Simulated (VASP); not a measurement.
Here is a VASP 6.6.1 calculation.

Contents of INCAR:

```
SYSTEM = CoSi3
ALGO = Normal
EDIFF = 1E-7
ENCUT = 520
GGA = PE
ISIF = 2
ISMEAR = 0
LASPH = .TRUE.
LCHARG = .FALSE.
LREAL = .FALSE.
LWAVE = .FALSE.
NBANDS = 18
NELM = 60
PREC = Accurate
SIGMA = 0.1
```

The input KPOINTS:

```
k-points
0
G
  12 12 12
  0 0 0
```

The input POSCAR:

```
CoSi3
1.0
    3.8290667387      0.0000000000      0.0000000000
    0.0000000000      3.8290667387      0.0000000000
    0.0000000000      0.0000000000      3.8290667387
Si Co
3 1
Direct
    0.0000000000      0.5000000000      0.5000000000
    0.5000000000      0.0000000000      0.5000000000
    0.5000000000      0.5000000000      0.0000000000
    0.0000000000      0.0000000000      0.0000000000
```

Potentials or basis: VASP PAW PBE potentials, release 64 (Si, Co).

Command:

```sh
$ cat potpaw_PBE.64/Si/POTCAR potpaw_PBE.64/Co/POTCAR > POTCAR
$ mpirun -np 1 vasp_std > vasp.out
```

Estimate the pressure.

-11.0 GPa.

Spin polarisation is off, so any magnetic state and its effect on volume and gap are missing.
